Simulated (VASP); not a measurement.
Set up this calculation in VASP 6.6.1, as the native input.

| Item | Value |
| --- | --- |
| Task | single point |
| Functional | PBEsol |
| Potentials or basis | VASP PAW PBE potentials, release 64 (Cl, Na_pv) |
| Cutoff | 520 eV |
| k mesh | 8 × 8 × 3 |
| Occupations | fermi-dirac, width 0.05 eV |
| Spin | no spin polarisation |
| Dipole correction | no |
| Further INCAR settings | ALGO = Normal; EDIFF = 1e-06; NBANDS = 22 |

The structure of Na3Cl lies in POSCAR:

```
Na3Cl
1.0
    3.5095058729      0.0000000000      0.0000000000
    0.0000000000      3.5095058729      0.0000000000
    0.0000000000      0.0000000000      9.5497946453
Cl Na
1 3
Direct
    0.0000000000      0.0000000000      0.0000000000
    0.5000000000      0.5000000000      0.1743329800
    0.5000000000      0.5000000000      0.8256670200
    0.0000000000      0.0000000000      0.5000000000
```

One way to write it, as run:

INCAR

```
SYSTEM = Na3Cl
PREC     = Accurate       ! precision mode
ENCUT    = 520            ! plane-wave cutoff, eV
EDIFF    = 1E-6           ! SCF threshold, eV
ISMEAR   = -1             ! smearing method
SIGMA    = 0.05           ! smearing width, eV
LREAL    = .FALSE.        ! projectors in reciprocal space
LASPH    = .TRUE.         ! aspherical terms in the spheres
NELM     = 100            ! most SCF steps
ALGO     = Normal         ! electronic algorithm
ISIF     = 2              ! what is computed and relaxed
LWAVE    = .FALSE.        ! write WAVECAR
LCHARG   = .FALSE.        ! write CHGCAR
GGA      = PS             ! functional
NBANDS   = 22             ! bands
```

KPOINTS

```
Automatic mesh
0
G
  8 8 3
  0 0 0
```

Potentials or basis: VASP PAW PBE potentials, release 64 (Cl, Na_pv).

Command:

```sh
$ cat potpaw_PBE.64/Cl/POTCAR potpaw_PBE.64/Na_pv/POTCAR > POTCAR
$ mpirun -np 1 vasp_std > vasp.out
```

It gave:

```json
{"Pressure": "-0.2 GPa", "Largest force": "0.049 eV/Å", "Band gap on the k mesh": "zero (bands 14 and 15 overlap by 3.54 eV)"}
```

Caveat: the PAW data sets were made with another functional, which shifts forces and pressure a little.

Run time: 83 s on 1 thread of Intel Xeon 8259CL, on a shared host, peak memory 0.24 GiB.
